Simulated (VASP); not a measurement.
Crystal: BaTiO3.

```xyz
5
Lattice="3.9855 0.0000 0.0000 0.0000 2.8369 -2.8451 0.0000 2.8369 2.8451" Properties=species:S:1:pos:R:3 pbc="T T T"
Ba    0.0000    0.0000    0.0000
Ti    1.9928    2.8369    0.0706
O     0.0000    2.8369   -0.0717
O     1.9928    1.4565    1.4143
O     1.9928    4.2173    1.4143
```

```yaml
Program: VASP 6.6.1
Task: relaxation of cell and atoms
Functional: PBEsol
Potentials_or_basis: VASP PAW PBE potentials, release 64 (Ba_sv, Ti_sv, O)
Cutoff: 600 eV
k_mesh: 6 × 6 × 6
Occupations: gaussian, width 0.01 eV
Spin: no spin polarisation
```

At the start: pressure -2.3 GPa; volume 12.87 Å³/atom.

Question: How do energy, volume and symmetry change on relaxing?

Answer: Over 13 steps the energy falls by 6.2 meV/atom and the volume is 12.84 Å³/atom (-0.2 %); space group Amm2 (No. 38, to 0.1 Å) before and after.

Step by step:
```csv
step,energy change (eV),largest force (eV/Å),pressure (GPa),volume (Å³)
1,0.0000,0.2803,-2.28,64.34
2,-0.0076,0.1897,2.79,62.65
3,-0.0119,0.2075,0.82,63.27
4,-0.0197,0.1555,0.66,63.43
5,-0.0277,0.0858,0.38,63.83
6,-0.0278,0.0719,0.39,63.79
7,-0.0294,0.1014,-0.66,64.22
8,-0.0295,0.0950,-0.44,64.13
9,-0.0301,0.0366,0.37,63.93
10,-0.0302,0.0415,0.13,63.99
11,-0.0306,0.0234,0.07,64.06
12,-0.0307,0.0272,0.03,64.13
13,-0.0309,0.0089,-0.06,64.19
```

Final structure:
```yaml
crystal:
  lattice:
    - [3.96104, 0.00000, 0.00000]
    - [0.00000, 2.84106, -2.85199]
    - [0.00000, 2.84106, 2.85199]
  atoms:
    - { symbol: Ba, position: [0.00000, 0.99341, 0.00659] }
    - { symbol: Ti, position: [0.50000, 0.47913, 0.52087] }
    - { symbol: O, position: [0.00000, 0.50823, 0.49177] }
    - { symbol: O, position: [0.50000, 0.01613, 0.49379] }
    - { symbol: O, position: [0.50000, 0.50621, 0.98387] }
```

Caveat: the PAW data sets were made with another functional, which shifts forces and pressure a little.
